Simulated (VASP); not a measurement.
Write the native input for VASP 6.6.1 that does the following.

```yaml
Task: single point
Functional: LDA
Potentials_or_basis: VASP PAW LDA potentials, release 64 (Nb_sv)
Cutoff: 500 eV
k_mesh: 12 × 12 × 12
Occupations: fermi-dirac, width 0.0272 eV
Spin: no spin polarisation
Dipole_correction: no
Further_INCAR_settings: ALGO = Normal; EDIFF = 1e-06; NBANDS = 12
```

The structure of Nb lies in POSCAR:

```
Nb
1.0
   -1.6639500000      1.6639500000      1.6639500000
    1.6639500000     -1.6639500000      1.6639500000
    1.6639500000      1.6639500000     -1.6639500000
Nb
1
Direct
    0.0000000000      0.0000000000      0.0000000000
```

These files were run (other wordings do the same):

INCAR

```
SYSTEM = Nb
PREC = Accurate ; ENCUT = 500
EDIFF = 1E-6 ; ISMEAR = -1
SIGMA = 0.0272 ; LREAL = .False.
LASPH = .True. ; NELM = 120
ALGO = Normal ; ISIF = 2
LWAVE = .False. ; LCHARG = .False.
NBANDS = 12 ; GGA_COMPAT = .False.
```

KPOINTS

```
regular mesh
0
Gamma
  12 12 12
  0 0 0
```

Potentials or basis: VASP PAW LDA potentials, release 64 (Nb_sv).

The run is started by

```bash
$ cat potpaw_LDA.64/Nb_sv/POTCAR > POTCAR
$ mpirun -np 1 vasp_std > vasp.out
```

It gave:

| Item | Value |
| --- | --- |
| Pressure | -12.6 GPa |

It took 8.5 s on 1 thread of Intel(R) Xeon(R) Platinum 8488C (Sapphire Rapids), with other jobs on the host, peak memory 0.13 GiB.
